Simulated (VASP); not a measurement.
Wanted: the native input for a VASP 6.6.1 run.

- Task: single point
- Functional: PBE
- Dispersion: D3(BJ)
- Potentials or basis: VASP PAW PBE potentials, release 64 (Bi_d)
- Cutoff: 520 eV
- k mesh: 10 × 10 × 10
- Occupations: gaussian, width 0.05 eV
- Spin: no spin polarisation
- Dipole correction: no
- Further INCAR settings: ALGO = Fast; EDIFF = 1e-06; NBANDS = 14

The structure of Bi lies in POSCAR:

```
Bi
1.0
   -4.5980805600      4.5980805600      1.4305640000
    4.5980805600     -4.5980805600      1.4305640000
    4.5980805600      4.5980805600     -1.4305640000
Bi
1
Direct
    0.0000000000      0.0000000000      0.0000000000
```

This cell differs from its parent crystal: strain +0.080 along x and y, +0.000 along z.

These files were run (other wordings do the same):

INCAR

```
PREC = Accurate ; ENCUT = 520
EDIFF = 1E-6 ; ISMEAR = 0
SIGMA = 0.05 ; LREAL = F
LASPH = T ; NELM = 80
ALGO = Fast ; ISIF = 2
LWAVE = F ; LCHARG = T
GGA = PE ; IVDW = 12
LELF = T ; LVHAR = T
NBANDS = 14
```

KPOINTS

```
regular mesh
0
Gamma
  10 10 10
```

Potentials or basis: VASP PAW PBE potentials, release 64 (Bi_d).

Launch:

```bash
$ cat potpaw_PBE.64/Bi_d/POTCAR > POTCAR
$ mpirun -np 1 vasp_std > vasp.out
```

It gave:

The pressure is 0.0 GPa and the dispersion energy per atom is -0.103 eV.

Caveat: the cell differs from its parent crystal (strain +0.080 along x and y, +0.000 along z); pairwise dispersion overbinds metals, which lowers pressure and volume.

Wall time 6.1 min on 1 thread of Intel(R) Xeon(R) 6975P-C (Granite Rapids), on a shared host, peak memory 0.43 GiB.
